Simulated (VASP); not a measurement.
# NbSi31 (a cell with a defect) in VASP: single point with PBE

Aim: the single point of NbSi31 (a cell with a defect) with PBE.

Everything below comes from runs of VASP 6.6.1. Logs are shortened: lines on timing, memory, paths and dates and some standing lists are left out, and cuts for length are marked.

### 1 The cell of the first run

The cell holds a defect, 32 atoms: a = 9.474 Å, b = 9.474 Å, c = 9.474 Å, α = 109.47°, β = 109.47°, γ = 109.47°.

### 2 Single point, PBE

Contents of INCAR:

```
SYSTEM = NbSi31
  PREC = Accurate
  ENCUT = 520
  EDIFF = 1E-6
  ISMEAR = 0
  SIGMA = 0.02
  LREAL = Auto
  LASPH = .True.
  NELM = 80
  ALGO = Normal
  ISIF = 2
  LWAVE = .False.
  LCHARG = .True.
  GGA = PE
  LELF = .True.
  LVHAR = .True.
  NELECT = 136.0
  NBANDS = 90
```

Contents of KPOINTS:

```
Automatic mesh
0
Gamma
  2 2 2
  0.5 0.5 0.5
```

Contents of POSCAR:

```
NbSi31
1.0
   -5.4700936474     -5.4700936474     -5.4700936474
    5.4700936474      5.4700936474     -5.4700936474
    5.4700936474     -5.4700936474      5.4700936474
Nb Si
1 31
Direct
    0.5000000000      0.7500000000      0.5000000000
    0.5000000000      0.4958079125      0.7505819781
    0.2458079125      0.7500000000      0.7505819781
    0.5000000000      0.2500000000      0.0000000000
    0.2494180219      0.4994180219     -0.0047740655
    0.0000000000      0.7500000000      0.0000000000
    0.5000000000      0.0005819781      0.2458079125
    0.2494180219      0.2452259345      0.2494180219
   -0.0047740655      0.4994180219      0.2494180219
    0.7505819781      0.7500000000      0.2458079125
    0.2458079125      0.0005819781      0.5000000000
    0.0000000000      0.2500000000      0.5000000000
    0.7505819781      0.4958079125      0.5000000000
    0.0047740655      0.0041920875      0.7541920875
    0.7541920875      0.2547740655      0.7541920875
    0.7541920875      0.0041920875      0.0047740655
    0.5000000000      0.7500000000      0.7665543738
    0.5000000000      0.4986297521      0.0005207820
    0.2486297521      0.7500000000      0.0005207820
    0.5000000000      0.2505207820      0.2486297521
    0.2334456262      0.4834456262      0.2334456262
    0.0005207820      0.7500000000      0.2486297521
    0.5000000000      0.0165543738      0.5000000000
    0.2486297521      0.2505207820      0.5000000000
    0.0005207820      0.4986297521      0.5000000000
    0.7665543738      0.7500000000      0.5000000000
    0.2518910299      0.0013702479      0.7513702479
    0.9994792180      0.2494792180      0.7481089701
    0.7513702479      0.5018910299      0.7513702479
   -0.0005207820     -0.0018910299     -0.0005207820
    0.7481089701      0.2494792180     -0.0005207820
    0.7513702479      1.0013702479      0.2518910299
```

Potentials or basis: VASP PAW PBE potentials, release 64 (Nb_sv, Si).

The run is started by

```console
$ cat potpaw_PBE.64/Nb_sv/POTCAR potpaw_PBE.64/Si/POTCAR > POTCAR
$ mpirun -np 1 vasp_std > vasp.out
```

OUTCAR:

```text
SYSTEM = NbSi31
   PREC = Accurate
   ENCUT = 520
   EDIFF = 1E-6
   ISMEAR = 0
   LREAL = Auto
   LASPH = .True.
   NELM = 80
   ISIF = 2
   GGA = PE
   NELECT = 136.0

 ion  position               nearest neighbor table
   1  0.500  0.750  0.500-  17 2.53  21 2.53  23 2.53  26 2.53
   2  0.500  0.496  0.751-  18 2.36  24 2.36  29 2.36  17 2.36
   3  0.246  0.750  0.751-  19 2.36  25 2.36  27 2.36  17 2.36
   4  0.500  0.250  0.000-  18 2.35  20 2.35  27 2.35  31 2.35
   5  0.249  0.499  0.995-  28 2.36  19 2.36  18 2.36  21 2.36
   6  0.000  0.750  0.000-  19 2.35  22 2.35  29 2.35  30 2.35
[... 24 lines left out ...]
  31  0.748  0.249  0.999-   4 2.35   9 2.36  15 2.36  16 2.36
  32  0.751  0.001  0.252-  12 2.35  16 2.36   7 2.36  10 2.36

  LATTYP: Found a body centered cubic cell.
 ALAT       =    10.9401872948

  Lattice vectors:

 A1 = (  -5.4700936474,  -5.4700936474,  -5.4700936474)
 A2 = (   5.4700936474,   5.4700936474,  -5.4700936474)
 A3 = (   5.4700936474,  -5.4700936474,   5.4700936474)

Analysis of symmetry for initial positions (statically):
=====================================================================
 Subroutine PRICEL returns:
 Original cell was already a primitive cell.

 Routine SETGRP: Setting up the symmetry group for a
 body centered cubic supercell.

 Subroutine GETGRP returns: Found 24 space group operations
 (whereof  2 operations were pure point group operations)
 out of a pool of 48 trial point group operations.

The static configuration has the point symmetry C_1h.
 The point group associated with its full space group is T_d .

Analysis of symmetry for dynamics (positions and initial velocities):
=====================================================================
 Subroutine PRICEL returns:
 Original cell was already a primitive cell.

 Routine SETGRP: Setting up the symmetry group for a
 body centered cubic supercell.

 Subroutine GETGRP returns: Found 24 space group operations
 (whereof  2 operations were pure point group operations)
 out of a pool of 48 trial point group operations.

The dynamic configuration has the point symmetry C_1h.
 The point group associated with its full space group is T_d .

 Subroutine INISYM returns: Found 24 space group operations
 (whereof  2 operations are pure point group operations),
 and found     1 'primitive' translations

----------------------------------------------------------------------------------------

                                     Primitive cell

  volume of cell :     654.7029

  direct lattice vectors                    reciprocal lattice vectors
    -5.470093647 -5.470093647 -5.470093647     0.000000000 -0.091406113 -0.091406113
     5.470093647  5.470093647 -5.470093647     0.091406113  0.000000000 -0.091406113
     5.470093647 -5.470093647  5.470093647     0.091406113 -0.091406113  0.000000000

  length of vectors
     9.474480119  9.474480119  9.474480119     0.129267765  0.129267765  0.129267765

  position of ions in fractional coordinates (direct lattice)
     0.500000000  0.750000000  0.500000000
     0.500000000  0.495807912  0.750581978
     0.245807912  0.750000000  0.750581978
     0.500000000  0.250000000  0.000000000
     0.249418022  0.499418022  0.995225934
     0.000000000  0.750000000  0.000000000
[... 24 lines left out ...]
     0.748108970  0.249479218  0.999479218
     0.751370248  0.001370248  0.251891030

  ion indices of the primitive-cell ions
   primitive index   ion index
                 1           1
                 2           2
                 3           3
                 4           4
                 5           5
                 6           6
[... 24 lines left out ...]
                31          31
                32          32

----------------------------------------------------------------------------------------

 KPOINTS: Automatic mesh

Automatic generation of k-mesh.
 Grid dimensions read from file:
 generate k-points for:    2    2    2

 Generating k-lattice:

  Cartesian coordinates                     Fractional coordinates (reciprocal lattice)
     0.000000000 -0.045703057 -0.045703057     0.500000000  0.000000000  0.000000000
     0.045703057  0.000000000 -0.045703057     0.000000000  0.500000000  0.000000000
     0.045703057 -0.045703057  0.000000000     0.000000000  0.000000000  0.500000000

  Length of vectors
     0.064633883  0.064633883  0.064633883

  Shift w.r.t. Gamma in fractional coordinates (k-lattice)
     0.500000000  0.500000000  0.500000000

 Subroutine IBZKPT returns following result:
 ===========================================

 Found      2 irreducible k-points:

 Following reciprocal coordinates:
            Coordinates               Weight
  0.250000  0.250000  0.250000      2.000000
 -0.250000  0.250000  0.250000      6.000000
   k-points           NKPTS =      2   k-points in BZ     NKDIM =      2   number of bands    NBANDS=     90
   number of dos      NEDOS =    301   number of ions     NIONS =     32
   total plane-waves  NPLWV = 343000
   dimension x,y,z NGX =    70 NGY =   70 NGZ =   70
   dimension x,y,z NGXF=   140 NGYF=  140 NGZF=  140
   ions per type =               1  31
   NGX,Y,Z   is equivalent  to a cutoff of  12.28, 12.28, 12.28 a.u.
   NGXF,Y,Z  is equivalent  to a cutoff of  24.57, 24.57, 24.57 a.u.
 SYSTEM =  NbSi31
   PREC   = accura    normal or accurate (medium, high low for compatibility)
   ISTART =      0    job   : 0-new  1-cont  2-samecut
   ICHARG =      2    charge: 1-file 2-atom 10-const
   ISPIN  =      1    spin polarized calculation?
   LNONCOLLINEAR =      F non collinear calculations
   LSORBIT =      F    spin-orbit coupling
   LASPH  =      T    aspherical Exc in radial PAW
   ENCUT  =  520.0 eV  38.22 Ry    6.18 a.u.  17.62 17.62 17.62*2*pi/ulx,y,z
   NELM   =     80;   NELMIN=  2; NELMDL= -5     # of ELM steps
   EDIFF  = 0.1E-05   stopping-criterion for ELM
   LREAL  =      T    real-space projection
   EDIFFG = 0.1E-04   stopping-criterion for IOM
   NSW    =      0    number of steps for IOM
   IBRION =     -1    ionic relax: 0-MD 1-quasi-New 2-CG
   NFREE  =      0    steps in history (QN), initial steepest desc. (CG)
   ISIF   =      2    stress and relaxation
   ISYM   =      2    0-nonsym 1-usesym 2-fastsym
   POTIM  = 0.5000    time-step for ionic-motion
   TEBEG  =    0.0;   TEEND  =   0.0 temperature during run
   PSTRESS=    0.0 pullay stress
   NELECT =     136.0000    total number of electrons
   NUPDOWN=      -1.0000    fix difference up-down
   EMIN   =  10.00;   EMAX   =-10.00  energy-range for DOS
   EFERMI =   0.00;   METHOD = LEGACY
   ISMEAR =     0;   SIGMA  =   0.02  broadening in eV -4-tet -1-fermi 0-gaus
   EFERMI_NEDOS =   21; number of points for ismear=-14 and -15
   IALGO  =     38    algorithm
   IMIX   =      4    mixing-type and parameters
     AMIX     =   0.40;   BMIX     =  1.00
     AMIX_MAG =   1.60;   BMIX_MAG =  1.00
  volume/ion in A,a.u.               =      20.46       138.07
  Fermi-wavevector in a.u.,A,eV,Ry     =   0.969556  1.832196 12.790013  0.940039
  Thomas-Fermi vector in A             =   2.099619
   LORBIT       =      0    0 simple, 1 ext, 2 COOP (PROOUT), +10 PAW based schemes
   GGA     = PE    functional components
   LHFCALC =     F    Hartree Fock is set to
   AEXX    =    0.0000 exact exchange contribution
   IVDW    =     0    specifies the selected vdW correction
   LEPSILON=     F    determine dielectric tensor
   LRPA    =     F    only Hartree local field effects (RPA)
 non-spin polarized calculation
 Gauss-broadening in eV      SIGMA  =   0.02
  energy-cutoff  :      520.00
  volume of cell :      654.70
 maximum number of plane-waves:     17628
 NGX is ok and might be reduce to    70
   NGX = 35   NGY = 35   NGZ = 35

 number of electron     136.0000006 magnetization

 Free energy of the ion-electron system (eV)
  ---------------------------------------------------
  ext. energy  EPLUGINS =         0.00000000
  ---------------------------------------------------
  free energy    TOTEN  =      -180.85456698 eV

  energy without entropy =     -180.85456698  energy(sigma->0) =     -180.85456698

 E-fermi :   5.1455     XC(G=0):  -9.3723

 val. band max:        5.0148642464   @ k =  -0.2500   0.2500   0.2500
 cond. band min:       5.6676497290   @ k =   0.2500   0.2500   0.2500
 fundamental gap:      0.6527854825
 Fermi energy:         5.1454627866

 k-point     1 :       0.2500    0.2500    0.2500
  band No.  band energies     occupation
      1     -49.5611      2.00000
      2     -25.6428      2.00000
      3     -25.6428      2.00000
      4     -25.6427      2.00000
      5      -5.3181      2.00000
      6      -5.3181      2.00000
[... 72 lines left out ...]
     79       7.3999      0.00000
     80       7.4152      0.00000

 k-point     2 :      -0.2500    0.2500    0.2500
  band No.  band energies     occupation
      1     -49.5611      2.00000
      2     -25.6428      2.00000
      3     -25.6428      2.00000
      4     -25.6427      2.00000
      5      -5.7699      2.00000
      6      -4.8095      2.00000
[... 72 lines left out ...]
     79       7.9242      0.00000
     80       8.0207      0.00000
 [bands above 80 left out]

------------------------ aborting loop because EDIFF is reached ----------------------------------------

  FORCE on cell =-STRESS in cart. coord.  units (eV):
  Direction    XX          YY          ZZ          XY          YZ          ZX
  --------------------------------------------------------------------------------------
  -------------------------------------------------------------------------------------
  Total       -4.5553940     -4.5553940     -4.5553940      0.0000000      0.0000000     -0.0000000
  in kB      -11.1478792    -11.1478792    -11.1478792      0.0000000      0.0000000     -0.0000000
  external PRESSURE =     -11.1478792 kB  Pullay stress =       0.0000000 kB

 VOLUME and BASIS-vectors are now :
 -----------------------------------------------------------------------------
  energy-cutoff  :      520.00
  volume of cell :      654.70
      direct lattice vectors                 reciprocal lattice vectors
    -5.470093647 -5.470093647 -5.470093647     0.000000000 -0.091406113 -0.091406113
     5.470093647  5.470093647 -5.470093647     0.091406113  0.000000000 -0.091406113
     5.470093647 -5.470093647  5.470093647     0.091406113 -0.091406113  0.000000000

 POSITION                                       TOTAL-FORCE (eV/Angst)
 -----------------------------------------------------------------------------------
      4.10257     -1.36752     -4.10257        -0.000000     -0.000000     -0.000000
      4.08282     -4.12868     -1.34141         0.000324     -0.000307      0.000307
      6.86373     -1.34778     -1.34141         0.000307     -0.000324      0.000307
     -1.36752     -1.36752     -4.10257         0.000000     -0.000000     -0.000000
      6.81150     -4.07646      1.34778        -0.000307      0.000307      0.000324
      4.10257      4.10257     -4.10257        -0.000000     -0.000000     -0.000000
[... 24 lines left out ...]
      2.73969     -8.19480      0.01034        -0.003839     -0.000431     -0.000431
     -2.72470     -5.48044     -2.73969        -0.000431      0.000431      0.003839
 -----------------------------------------------------------------------------------
    total drift:                                0.000003     -0.000003     -0.000004

  FREE ENERGIE OF THE ION-ELECTRON SYSTEM (eV)
  ---------------------------------------------------
  free  energy   TOTEN  =      -180.8545669780 eV

  energy  without entropy=     -180.8545669780  energy(sigma->0) =     -180.85456698
```

Wall time 7.9 min (1 thread of AMD EPYC 7R13, shared host); peak memory 0.66 GiB.

What came out:

* Free energy: -180.8546 eV
* Largest force: 0.004 eV/Å

Forces on the atoms (eV/Å):
```
Nb   0.000  0.000  0.000
Si   0.000  0.000  0.000
Si   0.000  0.000  0.000
Si   0.000  0.000  0.000
Si   0.000  0.000  0.000
Si   0.000  0.000  0.000
Si   0.000  0.000  0.000
Si   0.000  0.000  0.000
Si   0.000  0.000  0.000
Si   0.000  0.000  0.000
Si   0.000  0.000  0.000
Si   0.000  0.000  0.000
Si   0.000  0.000  0.000
Si   0.000  0.000  0.000
Si   0.000  0.000  0.000
Si   0.000  0.000  0.000
Si  -0.002  0.002 -0.002
Si   0.004  0.000  0.000
Si   0.000 -0.004  0.000
Si   0.004  0.000  0.000
Si   0.002 -0.002 -0.002
Si   0.000 -0.004  0.000
Si  -0.002 -0.002  0.002
Si   0.000  0.000 -0.004
Si   0.000  0.000 -0.004
Si   0.002  0.002  0.002
Si  -0.004  0.000  0.000
Si   0.000  0.000  0.004
Si   0.000  0.004  0.000
Si   0.000  0.004  0.000
Si  -0.004  0.000  0.000
Si   0.000  0.000  0.004
```

Caveat: the cell carries a net charge on a neutralising background, which shifts energy and pressure; the cell is charged against a uniform background, so pressure and absolute levels hang on convention.
